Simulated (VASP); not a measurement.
Here is a VASP 6.6.1 calculation.

Contents of POSCAR:

```
NaH16BrO8
1.0
    7.1738770000      0.0000000000      0.0000000000
    0.0000000000      7.1738770000      0.0000000000
    0.0000000000      0.0000000000      7.1738770000
O H Na Br
8 16 1 1
Direct
    0.8197101790      0.3700927685      1.0600683563
    0.6634348484      0.2164101782      0.6986041160
    0.2635952638     -0.0329668323      0.4652435496
    0.8814201860      1.0782175384      0.3387010957
    0.2607655526      0.2717777291      0.2034882951
    0.5604919070      0.5661373899      0.4719344923
    0.4018329280      0.8399642202      0.9461689962
    0.0154309866      0.0194594917      0.8167968311
    0.9429350406      0.4169711859      1.0150857061
    0.8524818588      0.2601940346      1.1375299577
    0.7545850033      0.1182484729      0.6596711931
    0.6873410291      0.2588837249      0.8192362373
    0.2661740646      0.0939101688      0.4466064863
    0.2209126251     -0.0549214881      0.5978636099
    0.8233344397      0.9638163576      0.3017336372
    1.0219160434      1.0714290195      0.3580211927
    0.3518181313      0.3793067542      0.1595371652
    0.2774789699      0.1625062710      0.1288703444
    0.4771199729      0.6600475587      0.4077014423
    0.4645465764      0.5421754513      0.5581361375
    0.5320832794      0.8797195714      0.9186246154
    0.3878516456      0.7515462002      0.8454145506
    0.1113484382     -0.0598978767      0.8841105026
    0.0833858735      0.1329824863      0.7943124757
    0.8298441693      0.3888274081      0.4569913869
    0.1296648939      0.4543847072      0.7176036054
```

The input INCAR.step1:

```
ALGO = Normal
EDIFF = 1E-5
ENCUT = 580
GGA = PE
GGA_COMPAT = False
ISMEAR = -1
LASPH = True
LCHARG = False
LREAL = False
LWAVE = True
NBANDS = 58
NELM = 120
PREC = Accurate
SIGMA = 0.05
```

INCAR.step2

```
ALGO = Normal
EDIFF = 1E-6
ENCUT = 580
GGA_COMPAT = False
ISIF = 2
ISMEAR = -1
ISTART = 1
IVDW = 12
LASPH = True
LCHARG = False
LMIXTAU = True
LREAL = False
LWAVE = False
METAGGA = R2SCAN
NBANDS = 58
NELM = 120
PREC = Accurate
SIGMA = 0.05
VDW_A1 = 0.49484001
VDW_A2 = 5.73083694
VDW_S6 = 1.0
VDW_S8 = 0.78981345
```

File KPOINTS:

```
k-points
0
Gamma
  1 1 1
```

Potentials or basis: VASP PAW PBE potentials, release 64 (O, H, Na_pv, Br).

Launch:

```sh
$ cat potpaw_PBE.64/O/POTCAR potpaw_PBE.64/H/POTCAR potpaw_PBE.64/Na_pv/POTCAR potpaw_PBE.64/Br/POTCAR > POTCAR
$ cp INCAR.step1 INCAR
$ mpirun -np 1 vasp_gam > vasp.out
$ cp INCAR.step2 INCAR
$ mpirun -np 1 vasp_gam > vasp.out
```

**Question.** Estimate the pressure.

**Answer.** -2.3 GPa.

**Question.** Predict the dispersion energy per atom.

**Answer.** -0.018 eV.

**Question.** Predict the largest force.

**Answer.** 3.877 eV/Å.

Forces in eV/Å, atoms in the order of the input:
```
O    1.077 -0.192  0.608
O    0.151 -1.544 -2.972
O   -0.861 -3.318  1.811
O    1.425  1.372  0.356
O    1.520  2.782 -0.090
O   -1.028  2.205 -1.907
O    1.567  0.340 -0.573
O    1.420 -1.802  1.077
H   -1.056 -0.489  0.045
H   -0.139  0.465 -0.693
H   -0.868  1.041  1.138
H    0.993  0.405  1.919
H    0.605  3.052 -0.144
H    0.353  0.498 -1.797
H    0.545 -0.390  0.050
H   -1.946 -1.013 -0.340
H   -2.075 -2.927  0.771
H    0.485 -0.045 -0.661
H    1.724 -0.674 -0.058
H   -0.859 -1.499  1.893
H   -1.215  0.066  0.505
H   -0.559 -0.445  0.039
H   -1.394  0.967 -0.872
H    0.049  0.833 -0.038
Na  -0.235  0.099  0.149
Br   0.319  0.214 -0.216
```

Caveat: the k points lie up to 0.88 Å⁻¹ apart, too coarse for converged energies, forces and pressures; the atoms stand as in a frame of molecular dynamics; the PAW data sets were made with another functional, which shifts forces and pressure a little.
